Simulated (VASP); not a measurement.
Set up this calculation in VASP 6.6.1, as the native input.

```yaml
Task: single point
Functional: r2SCAN
Potentials_or_basis: VASP PAW PBE potentials, release 64 (Cs_sv, Br)
Cutoff: 520 eV
k_mesh: 6 × 6 × 6
Occupations: gaussian, width 0.01 eV
Spin: no spin polarisation
Dipole_correction: no
Further_INCAR_settings: ALGO = Normal; EDIFF = 1e-07; NBANDS = 15
```

CsBr:

```xyz
2
Lattice="4.3099 -0.0095 -0.0095 -0.0095 4.3099 -0.0095 -0.0095 -0.0095 4.3099" Properties=species:S:1:pos:R:3 pbc="T T T"
Cs    0.0000    0.0000    0.0000
Br    2.1454    2.1454    2.1454
```

This cell differs from its parent crystal: strain along [111] -0.7%.

These files were run (other wordings do the same):

POSCAR

```
CsBr
1.0
    4.3098752850     -0.0095026314     -0.0095026314
   -0.0095026314      4.3098752850     -0.0095026314
   -0.0095026314     -0.0095026314      4.3098752850
Cs Br
1 1
Direct
    0.0000000000      0.0000000000      0.0000000000
    0.5000000000      0.5000000000      0.5000000000
```

INCAR.step1

```
PREC = Accurate
ENCUT = 520
ISMEAR = 0
SIGMA = 0.01
LREAL = False
LASPH = True
NELM = 100
NBANDS = 15
GGA = PE
ALGO = Normal
EDIFF = 1E-4
LWAVE = True
LCHARG = False
```

INCAR.step2

```
PREC = Accurate
ENCUT = 520
EDIFF = 1E-7
ISMEAR = 0
SIGMA = 0.01
LREAL = False
LASPH = True
NELM = 100
ALGO = Normal
ISIF = 2
LWAVE = False
LCHARG = True
METAGGA = R2SCAN
LMIXTAU = True
LELF = True
LVHAR = True
NBANDS = 15
ISTART = 1
```

KPOINTS

```
Automatic mesh
0
Gamma
  6 6 6
```

Potentials or basis: VASP PAW PBE potentials, release 64 (Cs_sv, Br).

Launch:

```sh
$ cat potpaw_PBE.64/Cs_sv/POTCAR potpaw_PBE.64/Br/POTCAR > POTCAR
$ cp INCAR.step1 INCAR
$ mpirun -np 1 vasp_std > vasp.out
$ cp INCAR.step2 INCAR
$ mpirun -np 1 vasp_std > vasp.out
```

Results of the run:

The pressure is 0.2 GPa and the band gap on the k mesh is 5.22 eV.

Caveat: the cell differs from its parent crystal (strain along [111] -0.7%); the PAW data sets were made with another functional, which shifts forces and pressure a little; spin-orbit coupling is left out, which moves the levels of the heavy elements.

Run time: 83 s on 1 thread of Intel(R) Xeon(R) Platinum 8259CL CPU @ 2.50GHz (Skylake/Cascade Lake) (shared host), peak memory 0.2 GiB.
